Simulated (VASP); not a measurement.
Here is a VASP 6.6.1 calculation.

Contents of INCAR:

```
SYSTEM = Ta2B2O
  PREC = Accurate
  ENCUT = 520
  EDIFF = 1E-6
  ISMEAR = 0
  SIGMA = 0.2
  LREAL = .FALSE.
  LASPH = .TRUE.
  NELM = 100
  ALGO = Normal
  ISIF = 2
  LWAVE = .FALSE.
  LCHARG = .FALSE.
  GGA = PE
  NBANDS = 45
```

Contents of KPOINTS:

```
regular mesh
0
G
  8 4 8
  0 0 0
```

File POSCAR:

```
Ta2B2O
1.0
   -3.0314451861      0.0095685248      0.0302320809
   -0.0234076280      5.5695000705      0.3371995184
    1.5853210989     -1.3253566219     -6.2047465826
Ta B O
4 4 2
Direct
    0.3936161264      0.8182210611      0.7633555917
    0.8913749081      0.3360163649      0.7559202442
    0.1063426943      0.6817991246      0.2366487060
    0.6086411252      0.1639779474      0.2440596534
    0.7532701091      0.9153711965      0.5058038426
    0.2490403359      0.4244737687      0.4970270910
    0.7467174305      0.5846165265      0.4941947244
    0.2509965479      0.0755341633      0.5029755098
    0.9878020326      1.0708168412      0.9564220967
    0.5121986899      0.4291730059      0.0435925401
```

Potentials or basis: VASP PAW PBE potentials, release 64 (Ta_pv, B, O).

Run with:

```console
$ cat potpaw_PBE.64/Ta_pv/POTCAR potpaw_PBE.64/B/POTCAR potpaw_PBE.64/O/POTCAR > POTCAR
$ mpirun -np 1 vasp_std > vasp.out
```

Question: What does it give for the band gap on the k mesh?

Answer: Zero (band 34 reaches 8.82 eV, above the bottom of band 35 at 7.58 eV).

Question: What does it give for the pressure?

Answer: 0.5 GPa.

Question: What does it give for the largest force?

Answer: 0.027 eV/Å.

Stress tensor (GPa, compression positive):
```
 0.48 -0.01  0.03
-0.01  0.39 -0.02
 0.03 -0.02  0.58
```

Caveat: spin-orbit coupling is left out, which moves the levels of the heavy elements.
